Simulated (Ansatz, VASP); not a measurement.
**Two plane-wave programs on Si7O16**

```
CELL_PARAMETERS angstrom
-4.15200 -4.15200 0.00000
4.15200 -4.15200 0.00000
0.00000 0.00000 5.31800
ATOMIC_POSITIONS crystal
Si 0.49907 0.50018 0.00236
Si 0.99914 0.50015 0.25139
Si 0.49912 0.50014 0.50053
Si 0.99911 0.50009 0.75140
Si 0.99918 0.00007 0.99892
Si 0.49898 0.00021 0.25145
Si 0.99908 0.00007 0.50383
O 0.19300 0.50011 0.00313
O 0.99906 0.19875 0.25132
O 0.80520 0.50012 0.00318
O 0.99910 0.80143 0.25132
O 0.19300 0.50009 0.49966
O 0.99902 0.19662 0.75140
O 0.80523 0.50011 0.49962
O 0.99904 0.80357 0.75139
O 0.70546 0.00020 0.01778
O 0.49911 0.69443 0.25144
O 0.29283 0.00023 0.01755
O 0.49911 0.30592 0.25142
O 0.70540 0.00018 0.48515
O 0.49916 0.68499 0.75142
O 0.29269 0.00022 0.48519
O 0.49915 0.31530 0.75144
```

Alike in both runs: functional PBEsol; k mesh 2 × 2 × 2; occupations gaussian, width 0.05 eV; no spin polarisation.

Ansatz relaxed the structure, and its values are those at the end. VASP's run is a single point on that final structure, the one shown.

```csv
,VASP,Ansatz
version,VASP 6.6.1,Ansatz 0.2.0
potentials or method,"VASP PAW PBE potentials, release 64 (Si, O), cutoff 520 eV","scalar-relativistic, plane waves, PAW"
valence electrons in the cell,124,124
```

Ansatz gave:

| Property | Result |
| --- | --- |
| rms of the force components (eV/Å) | 0.004 |

Problem. Estimate VASP's values.

Solution. rms of the force components (eV/Å): 0.023.

VASP's potentials were made for PBE, not for PBEsol, and Ansatz warns of the same on its side.

The k mesh is coarse, so the values compare programs but aren't converged.
